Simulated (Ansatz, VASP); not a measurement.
**Co: VASP beside Ansatz**

```
Co
1.0
     2.42013    0.00000    0.00000
    -1.21006    2.09589    0.00000
     0.00000    0.00000    7.92312
Co
4
Direct
  0.66667 0.33333 0.75000
  0.00000 0.00000 0.50000
  0.33333 0.66667 0.25000
  0.00000 0.00000 0.00000
```

Alike in both runs: task single point; functional BLYP; dispersion D3(BJ); k mesh 12 × 12 × 4; occupations fermi-dirac, width 0.05 eV; collinear spin.

|  | VASP | Ansatz |
| --- | --- | --- |
| version | VASP 6.6.1 | Ansatz 0.2.0 |
| potentials or method | VASP PAW PBE potentials, release 64 (Co) | Ansatz PAW |
| plane-wave cutoff (eV) | 520 | 420 |
| valence electrons in the cell | 36 | 68 |

```tsv
	VASP	Ansatz	Ansatz less VASP
gap on the k mesh at the Fermi level (eV)	none	none	-
pressure (GPa)	13.0	13.7	+0.67
traceless stress, the component that is largest in VASP (GPa)	-2.18	-2.30	-0.122
net moment per atom (μB)	1.52	1.53	+0.010
size of the moment on the site where the two differ most (μB)	1.53	1.60	+0.066
```

VASP's potentials were made for PBE, not for BLYP. Site moments also hang on the region over which each program counts them. A gap of «none» marks a metal or a gap that the smearing closes. VASP's potentials hold 36 valence electrons a cell and Ansatz's 68, so a difference there can come from the potentials and not from the codes.
